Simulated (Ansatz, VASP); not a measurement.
**AlB2As3: VASP beside Ansatz**

INCAR

```
SYSTEM = AlB2As3
PREC = Accurate
ENCUT = 520
EDIFF = 1E-6
ISMEAR = 0
SIGMA = 0.1
LREAL = .False.
LASPH = .True.
NELM = 80
ALGO = Normal
ISIF = 2
LWAVE = .False.
LCHARG = .True.
GGA = PE
LELF = .True.
LVHAR = .True.
NBANDS = 36
```

KPOINTS

```
regular mesh
0
Gamma
  6 6 1
  0 0 0
```

POSCAR

```
AlB2As3
1.0
    3.5975374583      0.0000000000      0.0000000000
   -1.7987687291      3.1155588299      0.0000000000
    0.0000000000      0.0000000000     18.1155773310
Al B As
2 4 6
Direct
    0.3333333333      0.6666666667      0.3346657950
    0.3333333333      0.6666666667      0.8346657950
    1.0000000000      0.0000000000      0.0089571932
    0.0000000000      0.0000000000      0.5089571932
    0.6666666667      0.3333333333      0.1601865415
    0.6666666667      0.3333333333      0.6601865415
    0.3333333333      0.6666666667      0.4719688047
    0.3333333333      0.6666666667      0.9719688047
    0.6666666667      0.3333333333      0.2752521554
    0.6666666667      0.3333333333      0.7752521554
    0.0000000000      0.0000000000      0.1239695103
    0.0000000000      0.0000000000      0.6239695103
```

Input for Ansatz:

```yaml
crystal:
  lattice:
    - [3.5975374583, 0.0, 0.0]
    - [-1.7987687291, 3.1155588299, 0.0]
    - [0.0, 0.0, 18.115577331]
  atoms:
    - { symbol: Al, position: [0.3333333333, 0.6666666667, 0.334665795] }
    - { symbol: Al, position: [0.3333333333, 0.6666666667, 0.834665795] }
    - { symbol: B, position: [1.0, 0.0, 0.0089571932] }
    - { symbol: B, position: [0.0, 0.0, 0.5089571932] }
    - { symbol: B, position: [0.6666666667, 0.3333333333, 0.1601865415] }
    - { symbol: B, position: [0.6666666667, 0.3333333333, 0.6601865415] }
    - { symbol: As, position: [0.3333333333, 0.6666666667, 0.4719688047] }
    - { symbol: As, position: [0.3333333333, 0.6666666667, 0.9719688047] }
    - { symbol: As, position: [0.6666666667, 0.3333333333, 0.2752521554] }
    - { symbol: As, position: [0.6666666667, 0.3333333333, 0.7752521554] }
    - { symbol: As, position: [0.0, 0.0, 0.1239695103] }
    - { symbol: As, position: [0.0, 0.0, 0.6239695103] }
basis:
  ecutwfc: 420
kpoints:
  mp_grid: { grid: [6, 6, 1] }
hamiltonian:
  xc: pbe
scf:
  occupations: { method: gaussian, width: 0.1 }
  lower_state_search: "off"
output:
  forces: true
  stress: true
  eigenvalues: true
```

Alike in both runs: task single point; functional PBE; k mesh 6 × 6 × 1; occupations gaussian, width 0.1 eV; no spin polarisation.

|  | VASP | Ansatz |
| --- | --- | --- |
| version | VASP 6.6.1 | Ansatz 0.2.0 |
| potentials or method | VASP PAW PBE potentials, release 64 (Al, B, As), cutoff 520 eV | scalar-relativistic, plane waves, PAW |
| valence electrons in the cell | 48 | 108 |

```tsv
	VASP	Ansatz	Ansatz less VASP
gap on the k mesh at the Fermi level (eV)	0.34	0.35	+0.014
least direct gap on the mesh (eV)	0.72	0.73	+0.008
pressure (GPa)	0.4	0.0	-0.35
traceless stress, the component that is largest in VASP (GPa)	-0.25	-0.29	-0.040
rms of the force components (eV/Å)	0.010	0.005	-0.0051
```

Atom by atom the forces differ by 0.011 eV/Å (rms over components). With one functional, cell and mesh, what is left measures potentials, basis and numerics. VASP's potentials hold 48 valence electrons a cell and Ansatz's 108, so a difference there can come from the potentials and not from the codes.
